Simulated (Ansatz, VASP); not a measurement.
**One calculation of SnO, two programs**

```xyz
4
Lattice="3.9452 0.0000 0.0000 0.0000 3.9452 0.0000 0.0000 0.0000 4.5046" Properties=species:S:1:pos:R:3 pbc="T T T"
Sn    0.0000    1.9726    1.0957
Sn    1.9726    0.0000    3.4089
O     0.0000    0.0000    0.0000
O     1.9726    1.9726    0.0000
```

Alike in both runs: task single point; functional PBE; dispersion D3(BJ); k mesh 14 × 14 × 12; occupations gaussian, width 0.15 eV; no spin polarisation.

```csv
,VASP,Ansatz
version,VASP 6.6.1,Ansatz 0.2.0
potentials or method,"VASP PAW PBE potentials, release 64 (Sn_d, O), cutoff 520 eV","scalar-relativistic, plane waves, PAW"
valence electrons in the cell,40,40
```

```tsv
	VASP	Ansatz	Ansatz less VASP
gap on the k mesh at the Fermi level (eV)	0.40	0.40	-0.003
least direct gap on the mesh (eV)	1.71	1.72	+0.013
pressure (GPa)	-0.9	-1.2	-0.21
traceless stress, the component that is largest in VASP (GPa)	3.56	3.58	+0.023
rms of the force components (eV/Å)	0.138	0.108	-0.0302
```

Atom by atom the forces differ by 0.030 eV/Å (rms over components).
